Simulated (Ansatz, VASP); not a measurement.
# Two plane-wave programs on TiAl3

Contents of INCAR:

```
SYSTEM = TiAl3
ALGO     = Fast           ! electronic algorithm
EDIFF    = 1E-6           ! SCF threshold, eV
ENCUT    = 520            ! plane-wave cutoff, eV
GGA      = PS             ! functional
ISIF     = 2              ! what is computed and relaxed
ISMEAR   = -1             ! smearing method
LASPH    = .TRUE.         ! aspherical terms in the spheres
LCHARG   = .FALSE.        ! write CHGCAR
LREAL    = .FALSE.        ! projectors in reciprocal space
LWAVE    = .FALSE.        ! write WAVECAR
NBANDS   = 18             ! bands
NELM     = 80             ! most SCF steps
PREC     = Accurate       ! precision mode
SIGMA    = 0.05           ! smearing width, eV
```

Contents of KPOINTS:

```
k-points
0
G
  6 6 6
  0 0 0
```

POSCAR

```
TiAl3
1.0
    3.9556712500      0.0000000000      0.0000000000
    0.0000000000      3.9556712500      0.0000000000
    0.0000000000      0.0000000000      3.8765578250
Ti Al
1 3
Direct
    0.0000000000      0.0000000000      0.0000000000
    0.0000000000      0.5000000000      0.5000000000
    0.5000000000      0.0000000000      0.5000000000
    0.5000000000      0.5000000000      0.0000000000
```

File input.yaml:

```yaml
crystal:
  lattice:
    - [3.95567125, 0.0, 0.0]
    - [0.0, 3.95567125, 0.0]
    - [0.0, 0.0, 3.876557825]
  atoms:
    - { symbol: Ti, position: [0.0, 0.0, 0.0] }
    - { symbol: Al, position: [0.0, 0.5, 0.5] }
    - { symbol: Al, position: [0.5, 0.0, 0.5] }
    - { symbol: Al, position: [0.5, 0.5, 0.0] }
hamiltonian:
  xc: pbesol
  pseudopotentials: { kind: paw }
kpoints:
  mp_grid: { grid: [6, 6, 6] }
scf:
  occupations: { method: fermi_dirac, width: 0.05 }
output:
  forces: true
  stress: true
  eigenvalues: true
```

Alike in both runs: task single point; functional PBEsol; k mesh 6 × 6 × 6; occupations fermi-dirac, width 0.05 eV; no spin polarisation.

|  | VASP | Ansatz |
| --- | --- | --- |
| version | VASP 6.6.1 | Ansatz 0.2.0 |
| potentials or method | VASP PAW PBE potentials, release 64 (Ti_sv, Al) | Ansatz PAW |
| plane-wave cutoff (eV) | 520 | 420 |
| valence electrons in the cell | 21 | 21 |

```csv
,VASP,Ansatz,Ansatz less VASP
gap on the k mesh at the Fermi level (eV),none,none,-
pressure (GPa),1.9,1.8,-0.09
"traceless stress, the component that is largest in VASP (GPa)",2.02,2.02,-0.003
```

VASP's potentials were made for PBE, not for PBEsol. A gap of «none» marks a metal or a gap that the smearing closes.
